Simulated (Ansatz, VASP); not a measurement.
# H2Os3 in VASP and in Ansatz

File INCAR:

```
SYSTEM = H2Os3
PREC     = Accurate       ! precision mode
ENCUT    = 520            ! plane-wave cutoff, eV
EDIFF    = 1E-7           ! SCF threshold, eV
ISMEAR   = 0              ! smearing method
SIGMA    = 0.1            ! smearing width, eV
LREAL    = .FALSE.        ! projectors in reciprocal space
LASPH    = .TRUE.         ! aspherical terms in the spheres
NELM     = 100            ! most SCF steps
ALGO     = Normal         ! electronic algorithm
ISIF     = 2              ! what is computed and relaxed
LWAVE    = .FALSE.        ! write WAVECAR
LCHARG   = .FALSE.        ! write CHGCAR
GGA      = PE             ! functional
NBANDS   = 21             ! bands
```

KPOINTS

```
regular mesh
0
G
  6 6 4
  0 0 0
```

The input POSCAR:

```
H2Os3
1.0
    3.2738284600      0.0000000000      0.0000000000
   -1.6369142300      2.8352186100      0.0000000000
    0.0000000000      0.0000000000      6.7425664800
H Os
2 3
Direct
    0.6666666700      0.3333333300      0.1328401700
    0.6666666700      0.3333333300      0.8671598300
    0.0000000000      0.0000000000      0.3472138900
    0.0000000000      0.0000000000      0.6527861100
    0.3333333300      0.6666666700      0.0000000000
```

Input for Ansatz:

```yaml
crystal:
  lattice:
    - [3.27382846, 0.0, 0.0]
    - [-1.63691423, 2.83521861, 0.0]
    - [0.0, 0.0, 6.74256648]
  atoms:
    - { symbol: H, position: [0.66666667, 0.33333333, 0.13284017] }
    - { symbol: H, position: [0.66666667, 0.33333333, 0.86715983] }
    - { symbol: Os, position: [0.0, 0.0, 0.34721389] }
    - { symbol: Os, position: [0.0, 0.0, 0.65278611] }
    - { symbol: Os, position: [0.33333333, 0.66666667, 0.0] }
basis:
  ecutwfc: 420
kpoints:
  mp_grid: { grid: [6, 6, 4] }
hamiltonian:
  xc: pbe
scf:
  occupations: { method: gaussian, width: 0.1 }
  lower_state_search: "off"
output:
  forces: true
  stress: true
  eigenvalues: true
```

Alike in both runs: task single point; functional PBE; k mesh 6 × 6 × 4; occupations gaussian, width 0.1 eV; no spin polarisation.

|  | VASP | Ansatz |
| --- | --- | --- |
| version | VASP 6.6.1 | Ansatz 0.2.0 |
| potentials or method | VASP PAW PBE potentials, release 64 (H, Os), cutoff 520 eV | scalar-relativistic, plane waves, PAW |
| valence electrons in the cell | 26 | 50 |

VASP gave:

| Item | Value |
| --- | --- |
| gap on the k mesh at the Fermi level (eV) | none |
| pressure (GPa) | -19.4 |
| traceless stress, the component that is largest in VASP (GPa) | 42.82 |
| rms of the force components (eV/Å) | 2.576 |

Question: Which values does Ansatz return?

Answer: gap on the k mesh at the Fermi level (eV): none; pressure (GPa): -17.5; traceless stress, the component that is largest in VASP (GPa): 46.27; rms of the force components (eV/Å): 2.942.

Atom by atom the forces differ by 0.367 eV/Å (rms over components). A gap of «none» marks a metal or a gap that the smearing closes. The functional is the same, so the differences come from potentials, cutoffs and numerics. VASP's potentials hold 26 valence electrons a cell and Ansatz's 50, so a difference there can come from the potentials and not from the codes.

The k mesh is coarse, so the values compare programs but aren't converged. Spin-orbit coupling is off throughout.
